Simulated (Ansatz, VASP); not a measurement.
## Two plane-wave programs on Sn

```
Sn
1.0
     0.00000    3.27078    3.40161
     3.27078    0.00000    3.40161
     3.27078    3.27078    0.00000
Sn
2
Direct
  0.50000 0.50000 0.50000
  0.75000 0.75000 0.75000
```

Change from the starting cell: strain +0.000 along x and y, +0.040 along z, atoms carried along.

Alike in both runs: task single point; functional PBEsol; k mesh 16 × 16 × 16; occupations gaussian, width 0.15 eV; no spin polarisation.

|  | VASP | Ansatz |
| --- | --- | --- |
| version | VASP 6.6.1 | Ansatz 0.2.0 |
| potentials or method | VASP PAW PBE potentials, release 64 (Sn_d), cutoff 520 eV | scalar-relativistic, plane waves, PAW |
| valence electrons in the cell | 28 | 28 |

VASP gave:

```
gap on the k mesh at the Fermi level (eV)                     : none
pressure (GPa)                                                : -1.6
traceless stress, the component that is largest in VASP (GPa) : -0.83
```

Question: Estimate Ansatz's values.

Answer: gap on the k mesh at the Fermi level (eV): none; pressure (GPa): -1.5; traceless stress, the component that is largest in VASP (GPa): -0.83.

VASP's potentials were made for PBE, not for PBEsol. A gap of «none» marks a metal or a gap that the smearing closes.
